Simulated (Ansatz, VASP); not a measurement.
## One calculation of CaSe, two programs

```xyz
2
Lattice="0.0000 3.4320 3.5640 3.4320 0.0000 3.5640 3.4320 3.4320 0.0000" Properties=species:S:1:pos:R:3 pbc="T T T"
Ca    0.0000    0.0000    0.0000
Se    5.1480    5.1480    5.3460
```

Change from the starting cell: strain +0.040 along x and y, +0.080 along z, atoms carried along.

Alike in both runs: task single point; functional PBE; k mesh 6 × 6 × 6; occupations gaussian, width 0.05 eV; no spin polarisation.

|  | VASP | Ansatz |
| --- | --- | --- |
| version | VASP 6.6.1 | Ansatz 0.2.0 |
| potentials or method | VASP PAW PBE potentials, release 64 (Ca_sv, Se), cutoff 520 eV | scalar-relativistic, plane waves, PAW |
| valence electrons in the cell | 16 | 26 |

VASP gave:

| Quantity | Value |
| --- | --- |
| gap on the k mesh at the Fermi level (eV) | 2.64 |
| least direct gap on the mesh (eV) | 2.71 |
| pressure (GPa) | -3.8 |
| traceless stress, the component that is largest in VASP (GPa) | -0.32 |

Q: Which values does Ansatz return?

A: gap on the k mesh at the Fermi level (eV): 2.64; least direct gap on the mesh (eV): 2.71; pressure (GPa): -3.8; traceless stress, the component that is largest in VASP (GPa): -0.33.

With one functional, cell and mesh, what is left measures potentials, basis and numerics. VASP's potentials hold 16 valence electrons a cell and Ansatz's 26, so a difference there can come from the potentials and not from the codes.
